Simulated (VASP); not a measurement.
# W (Fd-3m) in VASP: a series of runs, part 2 of 2

VASP 6.6.1.

### 4 Relaxation of cell and atoms, r2SCAN

POSCAR

```
W
1.0
    0.0000000000      2.6305023253      2.6305023253
    2.6305023253      0.0000000000      2.6305023253
    2.6305023253      2.6305023253      0.0000000000
W
2
Direct
    0.5000000000      0.5000000000      0.5000000000
    0.7500000000      0.7500000000      0.7500000000
```

INCAR.step1

```
  ALGO = Normal
  EDIFF = 1E-4
  ENCUT = 600
  GGA = PE
  ISMEAR = 0
  LASPH = True
  LCHARG = False
  LREAL = False
  LWAVE = True
  NELM = 60
  PREC = Accurate
  SIGMA = 0.1
```

INCAR.step2

```
  ALGO = Normal
  EDIFF = 1E-6
  EDIFFG = -0.04
  ENCUT = 600
  IBRION = 2
  ISIF = 3
  ISMEAR = 0
  ISTART = 1
  LASPH = True
  LCHARG = False
  LMIXTAU = True
  LREAL = False
  LWAVE = False
  METAGGA = R2SCAN
  NELM = 60
  NSW = 90
  PREC = Accurate
  SIGMA = 0.1
```

KPOINTS

```
k-points
0
Gamma
  6 6 6
```

Started as:

```
> cat potpaw_PBE.64/W_sv/POTCAR > POTCAR
> cp INCAR.step1 INCAR
> mpirun -np 1 vasp_std > vasp.out
> cp INCAR.step2 INCAR
> mpirun -np 1 vasp_std > vasp.out
```

Run time: 4.6 min. Hardware: 1 thread of Intel Xeon Platinum 8488C (Sapphire Rapids), shared host; peak memory 0.19 GiB.

The run converged. Its results:

```yaml
Free_energy: -97.0591 eV
Relaxed_volume: 24.40 Å³/atom
Relaxed_cell: a = 4.102 Å, b = 4.102 Å, c = 4.102 Å, α = 60.00°, β = 60.00°, γ = 60.00°
Space_group_after_relaxing_to_0.05_Å: Fd-3m (No. 227)
Energy_gained_by_relaxing: 973.9 meV/atom
Ionic_steps: 5
Pressure_after_relaxing: 0.0 GPa
Band_gap_on_the_k_mesh: zero (band 14 reaches 5.75 eV, above the bottom of band 15 at 4.79 eV)
```

The path:
```tsv
step	energy change (eV)	largest force (eV/Å)	pressure (GPa)	volume (Å³)
1	0.0000	0.0000	65.89	36.40
2	3.2176	0.0000	-22.39	91.80
3	-1.8876	0.0000	-6.51	51.64
4	-1.9431	0.0000	-1.92	49.57
5	-1.9477	0.0000	0.05	48.80
```

Final structure:
```
CELL_PARAMETERS angstrom
0.00000 2.90048 2.90048
2.90048 0.00000 2.90048
2.90048 2.90048 0.00000
ATOMIC_POSITIONS crystal
W 0.50000 0.50000 0.50000
W 0.75000 0.75000 0.75000
```

Levels at points of the mesh, in eV from the Fermi level:
| k point | band 12 | band 13 | band 14 | band 15 | band 16 | band 17 |
| --- | --- | --- | --- | --- | --- | --- |
| (0.00, 0.00, 0.00) | -1.19 | -1.19 | -1.19 | 1.68 | 1.68 | 1.68 |
| (0.50, 0.00, 0.00) | -1.67 | -1.33 | -1.33 | -0.42 | 2.91 | 2.91 |
| (0.50, 0.50, 0.00) | -1.33 | -1.25 | -1.25 | 1.25 | 1.25 | 4.99 |

Caveat: the volume moved by over 15 % at a fixed basis, so the end points are rough; the PAW data sets were made with another functional, which shifts forces and pressure a little; spin-orbit coupling is left out, which moves the levels of the heavy elements.

### 5 Single point, r2SCAN

This run uses another cell than the first one, of 24.27 Å³/atom, 1.333 times its volume.

POSCAR

```
W
1.0
    0.0000000000      2.8951769519      2.8951769519
    2.8951769519      0.0000000000      2.8951769519
    2.8951769519      2.8951769519      0.0000000000
W
2
Direct
    0.0000000000      0.0000000000      0.0000000000
    0.2500000000      0.2500000000      0.2500000000
```

INCAR.step1

```
SYSTEM = W
  ALGO = Normal
  EDIFF = 1E-4
  ENCUT = 520
  GGA = PE
  ISMEAR = 0
  LASPH = .TRUE.
  LCHARG = .FALSE.
  LREAL = .FALSE.
  LWAVE = .TRUE.
  NBANDS = 21
  NELM = 100
  PREC = Accurate
  SIGMA = 0.1
```

INCAR.step2

```
SYSTEM = W
  ALGO = Normal
  EDIFF = 1E-7
  ENCUT = 520
  ISIF = 2
  ISMEAR = 0
  ISTART = 1
  LASPH = .TRUE.
  LCHARG = .FALSE.
  LMIXTAU = .TRUE.
  LREAL = .FALSE.
  LWAVE = .FALSE.
  METAGGA = R2SCAN
  NBANDS = 21
  NELM = 100
  PREC = Accurate
  SIGMA = 0.1
```

KPOINTS

```
k-points
0
G
  16 16 16
  0 0 0
```

Potentials or basis: VASP PAW PBE potentials, release 64 (W_sv).

Started as:

```
> cat potpaw_PBE.64/W_sv/POTCAR > POTCAR
> cp INCAR.step1 INCAR
> mpirun -np 1 vasp_std > vasp.out
> cp INCAR.step2 INCAR
> mpirun -np 1 vasp_std > vasp.out
```

OUTCAR:

```text
SYSTEM = W
   EDIFF = 1E-7
   ENCUT = 520
   ISIF = 2
   ISMEAR = 0
   ISTART = 1
   LASPH = .TRUE.
   LREAL = .FALSE.
   METAGGA = R2SCAN
   NELM = 100
   PREC = Accurate

 ion  position               nearest neighbor table
   1  0.000  0.000  0.000-   2 2.51   2 2.51   2 2.51   2 2.51
   2  0.250  0.250  0.250-   1 2.51   1 2.51   1 2.51   1 2.51

  LATTYP: Found a face centered cubic cell.
 ALAT       =     5.7903539038

  Lattice vectors:

 A1 = (   0.0000000000,   2.8951769519,   2.8951769519)
 A2 = (   2.8951769519,   0.0000000000,   2.8951769519)
 A3 = (   2.8951769519,   2.8951769519,   0.0000000000)

Analysis of symmetry for initial positions (statically):
=====================================================================
 Subroutine PRICEL returns:
 Original cell was already a primitive cell.

 Routine SETGRP: Setting up the symmetry group for a
 face centered cubic supercell.

 Subroutine GETGRP returns: Found 48 space group operations
 (whereof 24 operations were pure point group operations)
[... 161 lines left out ...]
  ---------------------------------------------------
  free energy    TOTEN  =       -97.05116187 eV

  energy without entropy =      -97.03569037  energy(sigma->0) =      -97.04342612

 E-fermi :   5.2930     XC(G=0): -11.6475

 val. band max:        5.2911113037   @ k =  -0.3750   0.3125   0.0625
 cond. band min:       5.2934898587   @ k =   0.3750   0.3125   0.0625
 fundamental gap:      0.0023785550
 Fermi energy:         5.2930384213

 k-point     1 :       0.0000    0.0000    0.0000
  band No.  band energies     occupation
      1     -69.6789      2.00000
      2     -69.2993      2.00000
      3     -33.6768      2.00000
      4     -33.6768      2.00000
      5     -33.6768      2.00000
      6     -32.6509      2.00000
[... 565 lines left out ...]
     20      16.3697      0.00000
     21      17.2504      0.00000

 [... further k-points ...]

------------------------ aborting loop because EDIFF is reached ----------------------------------------

  FORCE on cell =-STRESS in cart. coord.  units (eV):
  Direction    XX          YY          ZZ          XY          YZ          ZX
  --------------------------------------------------------------------------------------
  -------------------------------------------------------------------------------------
  Total        0.2494023      0.2494023      0.2494023      0.0000000     -0.0000000      0.0000000
  in kB        8.2329559      8.2329559      8.2329559      0.0000000     -0.0000000      0.0000000
  external PRESSURE =       8.2329559 kB  Pullay stress =       0.0000000 kB

 VOLUME and BASIS-vectors are now :
 -----------------------------------------------------------------------------
  energy-cutoff  :      520.00
  volume of cell :       48.54
      direct lattice vectors                 reciprocal lattice vectors
     0.000000000  2.895176952  2.895176952    -0.172701016  0.172701016  0.172701016
     2.895176952  0.000000000  2.895176952     0.172701016 -0.172701016  0.172701016
     2.895176952  2.895176952  0.000000000     0.172701016  0.172701016 -0.172701016

 POSITION                                       TOTAL-FORCE (eV/Angst)
 -----------------------------------------------------------------------------------
      0.00000      0.00000      0.00000         0.000000      0.000000      0.000000
      1.44759      1.44759      1.44759        -0.000000     -0.000000     -0.000000
 -----------------------------------------------------------------------------------
    total drift:                                0.000000     -0.000000      0.000000

  FREE ENERGIE OF THE ION-ELECTRON SYSTEM (eV)
  ---------------------------------------------------
  free  energy   TOTEN  =       -97.0511618712 eV

  energy  without entropy=      -97.0356903730  energy(sigma->0) =      -97.04342612
```

OUTCAR.step1:

```text
SYSTEM = W
   EDIFF = 1E-4
   ENCUT = 520
   GGA = PE
   ISMEAR = 0
   LASPH = .TRUE.
[... 798 lines left out ...]
 -----------------------------------------------------------------------------------
      0.00000      0.00000      0.00000         0.000000      0.000000      0.000000
      1.44759      1.44759      1.44759        -0.000000     -0.000000     -0.000000
 -----------------------------------------------------------------------------------
    total drift:                                0.000000      0.000000      0.000000

  FREE ENERGIE OF THE ION-ELECTRON SYSTEM (eV)
  ---------------------------------------------------
  free  energy   TOTEN  =       -20.5903280359 eV

  energy  without entropy=      -20.5744394207  energy(sigma->0) =      -20.58238373
```

OSZICAR.step1:

```text
N       E                     dE             d eps       ncg     rms          rms(c)
DAV:   1     0.284977078182E+03    0.28498E+03   -0.15941E+04  6162   0.145E+03
DAV:   2    -0.110741312370E+02   -0.29605E+03   -0.28758E+03  6789   0.438E+02
DAV:   3    -0.207973212604E+02   -0.97232E+01   -0.94497E+01  7121   0.783E+01
DAV:   4    -0.209378747950E+02   -0.14055E+00   -0.14008E+00  6723   0.102E+01
DAV:   5    -0.209399752563E+02   -0.21005E-02   -0.21001E-02  7121   0.131E+00    0.204E+01
DAV:   6    -0.206637869564E+02    0.27619E+00   -0.46158E-01  7081   0.580E+00    0.953E+00
DAV:   7    -0.205949426487E+02    0.68844E-01   -0.17530E-01  7500   0.390E+00    0.946E-01
DAV:   8    -0.205902641587E+02    0.46785E-02   -0.21661E-02  6355   0.106E+00    0.941E-02
DAV:   9    -0.205903280359E+02   -0.63877E-04   -0.57362E-04  6691   0.196E-01
   1 F= -.20590328E+02 E0= -.20582384E+02  d E =-.158886E-01
```

Run time: 5.7 min. Hardware: 1 thread of Intel Xeon Platinum 8488C (Sapphire Rapids), shared host; peak memory 0.25 GiB.

Results:

- Free energy: -97.0512 eV
- Pressure: 0.8 GPa
- Band gap on the k mesh: zero (band 14 reaches 5.81 eV, above the bottom of band 15 at 4.84 eV)

Caveat: the PAW data sets were made with another functional, which shifts forces and pressure a little; spin-orbit coupling is left out, which moves the levels of the heavy elements.

### 6 Summary

| task | cell | k mesh | cutoff (eV) | gap on the mesh (eV) | pressure (GPa) |
| --- | --- | --- | --- | --- | --- |
| single point | a = 3.720 Å, angles 60.0°, 2 atoms | 6 × 6 × 6 | 520 | none | 65.9 |
| single point | a = 4.093 Å, angles 60.0°, 2 atoms | 6 × 6 × 6 | 520 | none | 0.8 |
| relaxation of cell and atoms | relaxed from a = 3.720 Å, angles 60.0°, 2 atoms | 6 × 6 × 6 | 600 | none | 0.0 |
| single point | a = 4.094 Å, angles 60.0°, 2 atoms | 16 × 16 × 16 | 520 | none | 0.8 |

Alike in all rows: level r2SCAN; potentials or basis VASP PAW PBE potentials, release 64 (W_sv); no spin polarisation; smearing gaussian 0.1 eV.

Caveats: the PAW data sets were made with another functional, which shifts forces and pressure a little; spin-orbit coupling is left out, which moves the levels of the heavy elements; the volume moved by over 15 % at a fixed basis, so the end points are rough (some runs).

Total energies depend on the potentials used, so only differences within one code and one set of settings carry meaning.
